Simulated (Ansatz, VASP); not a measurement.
# Two plane-wave programs on TiO2

```xyz
6
Lattice="4.5485 0.0000 0.0000 0.0000 4.5485 0.0000 0.0000 0.0000 2.9036" Properties=species:S:1:pos:R:3 pbc="T T T"
Ti    0.0000    0.0000    0.0000
Ti    2.2743    2.2743    1.4518
O     1.3879    1.3879    0.0000
O     0.8864    3.6622    1.4518
O     3.6622    0.8864    1.4518
O     3.1606    3.1606    0.0000
```

Alike in both runs: task single point; functional PBE; k mesh 4 × 4 × 8; no spin polarisation.

```csv
,VASP,Ansatz
version,VASP 6.6.1,Ansatz 0.2.0
potentials or method,"VASP PAW PBE potentials, release 64 (Ti_sv, O)","plane waves, PAW"
plane-wave cutoff (eV),520,420
occupations,"gaussian, width 0.01 eV",fixed
valence electrons in the cell,48,48
```

|  | VASP | Ansatz | Ansatz less VASP |
| --- | --- | --- | --- |
| gap on the k mesh at the Fermi level (eV) | 1.99 | 2.01 | +0.028 |
| pressure (GPa) | 16.8 | 16.1 | -0.74 |
| traceless stress, the component that is largest in VASP (GPa) | 3.23 | 3.00 | -0.232 |
| rms of the force components (eV/Å) | 0.179 | 0.163 | -0.0152 |

Atom by atom the forces differ by 0.015 eV/Å (rms over components).
